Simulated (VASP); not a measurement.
# Sr2AlO (P6/mmm) in VASP: notebook, part 2 of 2

VASP 6.6.1. Earlier steps stand in the parts before.

## 3. Relaxation of cell and atoms, PBE

This run uses another cell than the first one, of 23.19 Å³/atom, 0.567 times its volume.

The input, INCAR:

```
SYSTEM = Sr2AlO
  ALGO = Normal
  EDIFF = 1E-6
  EDIFFG = -0.04
  ENCUT = 600
  GGA = PE
  IBRION = 2
  ISIF = 3
  ISMEAR = 0
  LASPH = .TRUE.
  LCHARG = .FALSE.
  LREAL = .FALSE.
  LWAVE = .FALSE.
  NELM = 60
  NSW = 90
  PREC = Accurate
  SIGMA = 0.1
```

The input, KPOINTS:

```
k-points
0
G
  6 6 2
  0 0 0
```

The input, POSCAR:

```
Sr2AlO
1.0
    3.5287107700      0.0000000000      0.0000000000
   -1.7643553900      3.0559531700      0.0000000000
    0.0000000000      0.0000000000      8.6010053800
Sr Al O
2 1 1
Direct
    0.0000000000      0.0000000000      0.7183483500
    0.0000000000      0.0000000000      0.2816516500
    0.0000000000      0.0000000000      0.0000000000
    0.0000000000      0.0000000000      0.5000000000
```

Potentials or basis: VASP PAW PBE potentials, release 64 (Sr_sv, Al, O).

Command:

```sh
$ cat potpaw_PBE.64/Sr_sv/POTCAR potpaw_PBE.64/Al/POTCAR potpaw_PBE.64/O/POTCAR > POTCAR
$ mpirun -np 1 vasp_std > vasp.out
```

OUTCAR:

```text
SYSTEM = Sr2AlO
   EDIFF = 1E-6
   EDIFFG = -0.04
   ENCUT = 600
   GGA = PE
   IBRION = 2
   ISIF = 3
   ISMEAR = 0
   LASPH = .TRUE.
   LREAL = .FALSE.
   NELM = 60
   NSW = 90
   PREC = Accurate

 ion  position               nearest neighbor table
   1  0.000  0.000  0.718-   4 1.88   3 2.42   2 3.76   2 4.84
   2  0.000  0.000  0.282-   4 1.88   3 2.42   1 3.76   1 4.84
   3  0.000  0.000  0.000-   1 2.42   2 2.42
   4  0.000  0.000  0.500-   1 1.88   2 1.88

  LATTYP: Found a hexagonal cell.
 ALAT       =     3.5287107700
 C/A-ratio  =     2.4374356360

  Lattice vectors:

 A1 = (   3.5287107700,   0.0000000000,   0.0000000000)
 A2 = (  -1.7643553900,   3.0559531700,   0.0000000000)
 A3 = (   0.0000000000,   0.0000000000,   8.6010053800)

Analysis of symmetry for initial positions (statically):
=====================================================================
 Subroutine PRICEL returns:
 Original cell was already a primitive cell.

 Routine SETGRP: Setting up the symmetry group for a
 hexagonal supercell.

 Subroutine GETGRP returns: Found 24 space group operations
 (whereof 24 operations were pure point group operations)
 out of a pool of 24 trial point group operations.

The static configuration has the point symmetry D_6h.

Analysis of symmetry for dynamics (positions and initial velocities):
=====================================================================
 Subroutine PRICEL returns:
 Original cell was already a primitive cell.

 Routine SETGRP: Setting up the symmetry group for a
 hexagonal supercell.

 Subroutine GETGRP returns: Found 24 space group operations
 (whereof 24 operations were pure point group operations)
 out of a pool of 24 trial point group operations.

The dynamic configuration has the point symmetry D_6h.

 Subroutine INISYM returns: Found 24 space group operations
 (whereof 24 operations are pure point group operations),
 and found     1 'primitive' translations

----------------------------------------------------------------------------------------

                                     Primitive cell

  volume of cell :      92.7496

  direct lattice vectors                    reciprocal lattice vectors
     3.528710770  0.000000000  0.000000000     0.283389619  0.163615073  0.000000000
    -1.764355390  3.055953170  0.000000000     0.000000000  0.327230145  0.000000000
     0.000000000  0.000000000  8.601005380     0.000000000  0.000000000  0.116265478

  length of vectors
     3.528710770  3.528710773  8.601005380     0.327230146  0.327230145  0.116265478

  position of ions in fractional coordinates (direct lattice)
     0.000000000  0.000000000  0.718348350
     0.000000000  0.000000000  0.281651650
     0.000000000  0.000000000  0.000000000
     0.000000000  0.000000000  0.500000000

  ion indices of the primitive-cell ions
   primitive index   ion index
                 1           1
                 2           2
                 3           3
                 4           4

----------------------------------------------------------------------------------------

 KPOINTS: k-points

Automatic generation of k-mesh.
 Grid dimensions read from file:
 generate k-points for:    6    6    2

 Generating k-lattice:

  Cartesian coordinates                     Fractional coordinates (reciprocal lattice)
     0.047231603  0.027269179  0.000000000     0.166666667  0.000000000  0.000000000
     0.000000000  0.054538358  0.000000000     0.000000000  0.166666667  0.000000000
     0.000000000  0.000000000  0.058132739     0.000000000  0.000000000  0.500000000

  Length of vectors
     0.054538358  0.054538358  0.058132739

  Shift w.r.t. Gamma in fractional coordinates (k-lattice)
     0.000000000  0.000000000  0.000000000

 Subroutine IBZKPT returns following result:
 ===========================================

 Found     14 irreducible k-points:

 Following reciprocal coordinates:
            Coordinates               Weight
  0.000000  0.000000  0.000000      1.000000
  0.166667  0.000000  0.000000      6.000000
  0.333333  0.000000  0.000000      6.000000
  0.500000  0.000000  0.000000      3.000000
  0.166667  0.166667  0.000000      6.000000
  0.333333  0.166667  0.000000     12.000000
  0.333333  0.333333  0.000000      2.000000
  0.000000  0.000000  0.500000      1.000000
  0.166667  0.000000  0.500000      6.000000
  0.333333  0.000000  0.500000      6.000000
  0.500000  0.000000  0.500000      3.000000
  0.166667  0.166667  0.500000      6.000000
  0.333333  0.166667  0.500000     12.000000
  0.333333  0.333333  0.500000      2.000000
   k-points           NKPTS =     14   k-points in BZ     NKDIM =     14   number of bands    NBANDS=     18
   number of dos      NEDOS =    301   number of ions     NIONS =      4
   total plane-waves  NPLWV =  54880
   dimension x,y,z NGX =    28 NGY =   28 NGZ =   70
   dimension x,y,z NGXF=    56 NGYF=   56 NGZF=  140
   ions per type =               2   1   1
   NGX,Y,Z   is equivalent  to a cutoff of  13.19, 13.19, 13.53 a.u.
   NGXF,Y,Z  is equivalent  to a cutoff of  26.38, 26.38, 27.06 a.u.
 SYSTEM =  Sr2AlO
   PREC   = accura    normal or accurate (medium, high low for compatibility)
   ISTART =      0    job   : 0-new  1-cont  2-samecut
   ICHARG =      2    charge: 1-file 2-atom 10-const
   ISPIN  =      1    spin polarized calculation?
   LNONCOLLINEAR =      F non collinear calculations
   LSORBIT =      F    spin-orbit coupling
   LASPH  =      T    aspherical Exc in radial PAW
   ENCUT  =  600.0 eV  44.10 Ry    6.64 a.u.   7.05  7.05 17.18*2*pi/ulx,y,z
   NELM   =     60;   NELMIN=  2; NELMDL= -5     # of ELM steps
   EDIFF  = 0.1E-05   stopping-criterion for ELM
   LREAL  =      F    real-space projection
   EDIFFG = -.4E-01   stopping-criterion for IOM
   NSW    =     90    number of steps for IOM
   IBRION =      2    ionic relax: 0-MD 1-quasi-New 2-CG
   NFREE  =      1    steps in history (QN), initial steepest desc. (CG)
   ISIF   =      3    stress and relaxation
   ISYM   =      2    0-nonsym 1-usesym 2-fastsym
   POTIM  = 0.5000    time-step for ionic-motion
   TEBEG  =    0.0;   TEEND  =   0.0 temperature during run
   PSTRESS=    0.0 pullay stress
   NELECT =      29.0000    total number of electrons
   NUPDOWN=      -1.0000    fix difference up-down
   EMIN   =  10.00;   EMAX   =-10.00  energy-range for DOS
   EFERMI =   0.00;   METHOD = LEGACY
   ISMEAR =     0;   SIGMA  =   0.10  broadening in eV -4-tet -1-fermi 0-gaus
   EFERMI_NEDOS =   21; number of points for ismear=-14 and -15
   IALGO  =     38    algorithm
   IMIX   =      4    mixing-type and parameters
     AMIX     =   0.40;   BMIX     =  1.00
     AMIX_MAG =   1.60;   BMIX_MAG =  1.00
  volume/ion in A,a.u.               =      23.19       156.48
  Fermi-wavevector in a.u.,A,eV,Ry     =   1.111144  2.099757 16.798297  1.234640
  Thomas-Fermi vector in A             =   2.247703
   LORBIT       =      0    0 simple, 1 ext, 2 COOP (PROOUT), +10 PAW based schemes
   GGA     = PE    functional components
   LHFCALC =     F    Hartree Fock is set to
   AEXX    =    0.0000 exact exchange contribution
   IVDW    =     0    specifies the selected vdW correction
   LEPSILON=     F    determine dielectric tensor
   LRPA    =     F    only Hartree local field effects (RPA)
 conjugate gradient relaxation of ions
 non-spin polarized calculation
 Gauss-broadening in eV      SIGMA  =   0.10
  energy-cutoff  :      600.00
  volume of cell :       92.75
 maximum number of plane-waves:      3114
   NGX = 15   NGY = 15   NGZ = 35

--------------------------------------- Ionic step        1  -------------------------------------------

 number of electron      28.9999999 magnetization

 Free energy of the ion-electron system (eV)
  ---------------------------------------------------
  ext. energy  EPLUGINS =         0.00000000
  ---------------------------------------------------
  free energy    TOTEN  =        -9.01142801 eV

  energy without entropy =       -8.99415788  energy(sigma->0) =       -9.00279295

 E-fermi :   4.0115     XC(G=0):  -9.1285

 val. band max:        3.9141671420   @ k =   0.5000   0.0000   0.0000
 cond. band min:       4.0336360665   @ k =   0.5000   0.0000   0.0000
 fundamental gap:      0.1194689245
 Fermi energy:         4.0115033008

 k-point     1 :       0.0000    0.0000    0.0000
  band No.  band energies     occupation
      1     -31.5020      2.00000
      2     -31.4388      2.00000
      3     -17.4028      2.00000
      4     -14.5279      2.00000
      5     -13.1242      2.00000
      6     -13.1242      2.00000
[... 390 lines left out ...]
  FREE ENERGIE OF THE ION-ELECTRON SYSTEM (eV)
  ---------------------------------------------------
  free  energy   TOTEN  =       -11.8194327576 eV

  energy  without entropy=      -11.7956224206  energy(sigma->0) =      -11.80752759

[... ionic steps 4 to 14 ...]

--------------------------------------- Ionic step       15  -------------------------------------------

 number of electron      29.0000011 magnetization

------------------------ aborting loop because EDIFF is reached ----------------------------------------
[... 71 lines left out ...]
--------------------------------------- Ionic step       17  -------------------------------------------

 number of electron      29.0000009 magnetization

 Free energy of the ion-electron system (eV)
  ---------------------------------------------------
  ext. energy  EPLUGINS =         0.00000000
  ---------------------------------------------------
  free energy    TOTEN  =       -13.37101271 eV

  energy without entropy =      -13.35496765  energy(sigma->0) =      -13.36299018

 E-fermi :   0.9033     XC(G=0):  -7.1632

 val. band max:        0.8506271238   @ k =   0.1667   0.1667   0.0000
 cond. band min:       0.9776560646   @ k =   0.3333   0.1667   0.5000
 fundamental gap:      0.1270289408
 Fermi energy:         0.9032910345

 k-point     1 :       0.0000    0.0000    0.0000
  band No.  band energies     occupation
      1     -34.5338      2.00000
      2     -34.5234      2.00000
      3     -17.8675      2.00000
      4     -16.6099      2.00000
      5     -16.6099      2.00000
      6     -16.5985      2.00000
[... 314 lines left out ...]
  FREE ENERGIE OF THE ION-ELECTRON SYSTEM (eV)
  ---------------------------------------------------
  free  energy   TOTEN  =       -13.3710127059 eV

  energy  without entropy=      -13.3549676450  energy(sigma->0) =      -13.36299018

 reached required accuracy - stopping structural energy minimisation
```

Wall time 5.6 min (1 thread of Intel Xeon Platinum 8488C (Sapphire Rapids), shared host); peak memory 0.25 GiB.

Results:

```yaml
Free_energy: -13.3710 eV
Relaxed_volume: 40.16 Å³/atom
Relaxed_cell: a = 4.142 Å, b = 4.142 Å, c = 10.811 Å, α = 90.00°, β = 90.00°, γ = 120.00°
Space_group_after_relaxing_to_0.05_Å: P6/mmm (No. 191)
Energy_gained_by_relaxing: 1089.9 meV/atom
Ionic_steps: 17
Pressure_after_relaxing: -0.1 GPa
Largest_force_after_relaxing: 0.036 eV/Å
```

Forces in eV/Å, atoms in the order of the input:
```
Sr   0.000  0.000  0.036
Sr   0.000  0.000 -0.036
Al   0.000  0.000  0.000
O    0.000  0.000  0.000
```

The path:
| step | energy change (eV) | largest force (eV/Å) | pressure (GPa) | volume (Å³) |
| --- | --- | --- | --- | --- |
| 1 | 0.0000 | 1.3374 | 26.73 | 92.75 |
| 2 | -0.5700 | 1.8070 | -3.77 | 148.53 |
| 3 | -2.8080 | 3.3636 | 2.50 | 115.72 |
| 4 | -2.8536 | 3.4123 | 3.39 | 113.68 |
| 5 | -2.8686 | 3.3172 | 4.87 | 111.13 |
| 6 | -2.8702 | 3.3549 | 4.44 | 111.81 |
| 7 | -3.8985 | 1.6211 | 1.77 | 128.07 |
| 8 | -4.3178 | 0.2692 | 0.76 | 150.57 |
| 9 | -4.3182 | 0.3694 | 0.75 | 151.84 |
| 10 | -4.3370 | 0.0567 | -0.23 | 157.10 |
| 11 | -4.3370 | 0.0735 | -0.26 | 157.32 |
| 12 | -4.3500 | 0.0125 | -0.20 | 159.18 |
| 13 | -4.3570 | 0.1356 | -0.09 | 161.92 |
| 14 | -4.3570 | 0.1316 | -0.10 | 161.83 |
| 15 | -4.3570 | 0.1251 | -0.10 | 161.68 |
| 16 | -4.3578 | 0.1027 | -0.10 | 161.42 |
| 17 | -4.3596 | 0.0358 | -0.07 | 160.65 |

Final structure:
```
CELL_PARAMETERS angstrom
4.14226 0.00000 0.00000
-2.07113 3.58731 0.00000
0.00000 0.00000 10.81130
ATOMIC_POSITIONS crystal
Sr 0.00000 0.00000 0.69514
Sr 0.00000 0.00000 0.30486
Al 0.00000 0.00000 0.00000
O 0.00000 0.00000 0.50000
```

Caveat: the k points lie up to 0.29 Å⁻¹ apart in the final cell; the volume moved by over 15 % at a fixed basis, so the end points are rough; an odd number of electrons without spin polarisation forces a metal; a magnetic or distorted state may lie lower.

## 4. Single point, PBE

The input, INCAR:

```
SYSTEM = Sr2AlO
  PREC = Accurate
  ENCUT = 910
  EDIFF = 1E-6
  ISMEAR = 0
  SIGMA = 0.1
  LREAL = .False.
  LASPH = .True.
  NELM = 120
  ALGO = Normal
  ISIF = 2
  LWAVE = .False.
  LCHARG = .False.
  GGA = PE
  NBANDS = 22
  GGA_COMPAT = .False.
```

The input, KPOINTS:

```
regular mesh
0
Gamma
  6 6 2
  0 0 0
```

The input, POSCAR:

```
Sr2AlO
1.0
    4.1778203098      0.0000000034      0.0000000000
   -2.0889101579      3.6180985191      0.0000000000
    0.0000000000      0.0000000000     10.8301557803
Sr Al O
2 1 1
Direct
    0.0000000000      0.0000000000      0.6940944520
    0.0000000000      0.0000000000      0.3059055480
    0.0000000000      0.0000000000      0.0000000000
    0.0000000000      0.0000000000      0.5000000000
```

Potentials or basis: VASP PAW PBE potentials, release 64 (Sr_sv, Al, O_h).

Command:

```sh
$ cat potpaw_PBE.64/Sr_sv/POTCAR potpaw_PBE.64/Al/POTCAR potpaw_PBE.64/O_h/POTCAR > POTCAR
$ mpirun -np 1 vasp_std > vasp.out
```

Wall time 84 s (1 thread of Intel Xeon 6975P-C (Granite Rapids), shared host); peak memory 0.48 GiB.

Results (log left out):

| Property | Result |
| --- | --- |
| Free energy | -13.4458 eV |
| Pressure | 0.4 GPa |
| Largest force | 0.191 eV/Å |

Forces in eV/Å, atoms in the order of the input:
```
Sr   0.000  0.000  0.191
Sr   0.000  0.000 -0.191
Al   0.000  0.000  0.000
O    0.000  0.000  0.000
```

Stress tensor (GPa, compression positive):
```
0.09 0.00 0.00
0.00 0.09 0.00
0.00 0.00 0.96
```

Levels at points of the mesh, in eV from the Fermi level:
| k point | band 12 | band 13 | band 14 | band 15 | band 16 | band 17 | band 18 | band 19 |
| --- | --- | --- | --- | --- | --- | --- | --- | --- |
| (0.00, 0.00, 0.00) | -1.69 | -1.69 | -1.42 | -1.24 | 0.67 | 3.25 | 3.25 | 3.38 |
| (0.50, 0.00, 0.00) | -2.24 | -1.83 | -0.94 | 0.41 | 0.69 | 1.19 | 1.62 | 2.65 |
| (0.00, 0.00, 0.50) | -2.01 | -1.69 | -1.69 | -0.90 | 0.10 | 3.26 | 3.26 | 3.36 |
| (0.50, 0.00, 0.50) | -1.87 | -1.83 | -0.97 | 0.11 | 0.92 | 1.20 | 1.25 | 2.57 |

Caveat: the cutoff is under 1.25 times the usual one of these potentials, so pressure, stress and relaxed cells hold a basis-set (Pulay) error; an odd number of electrons without spin polarisation forces a metal; a magnetic or distorted state may lie lower.

## 5. Summary

| task | potentials or basis | cell | cutoff (eV) | second run | gap on the mesh (eV) | pressure (GPa) | largest force (eV/Å) |
| --- | --- | --- | --- | --- | --- | --- | --- |
| single point | VASP PAW PBE potentials, release 64 (Sr_sv, Al, O) | a = 4.178, b = 4.178, c = 10.830 Å, angles 90.0, 90.0, 120.0°, 4 atoms | 520 | - | none | 0.4 | 0.20 |
| relaxation of cell and atoms | VASP PAW PBE potentials, release 64 (Sr_sv, Al, O) | relaxed from a = 3.529, b = 3.529, c = 8.601 Å, angles 90.0, 90.0, 120.0°, 4 atoms | 600 | - | none | -0.1 | 0.04 |
| single point | VASP PAW PBE potentials, release 64 (Sr_sv, Al, O_h) | a = 4.178, b = 4.178, c = 10.830 Å, angles 90.0, 90.0, 120.0°, 4 atoms | 910 | hard_potentials | none | 0.4 | 0.19 |

Alike in all rows: level PBE; no spin polarisation; k mesh 6 × 6 × 2; smearing gaussian 0.1 eV.

Caveats: some runs use coarse meshes; an odd number of electrons without spin polarisation forces a metal; a magnetic or distorted state may lie lower; the volume moved by over 15 % at a fixed basis, so the end points are rough (some runs); the cutoff is under 1.25 times the usual one of these potentials, so pressure, stress and relaxed cells hold a basis-set (Pulay) error (some runs).

Total energies depend on the potentials used, so only differences within one code and one set of settings carry meaning.
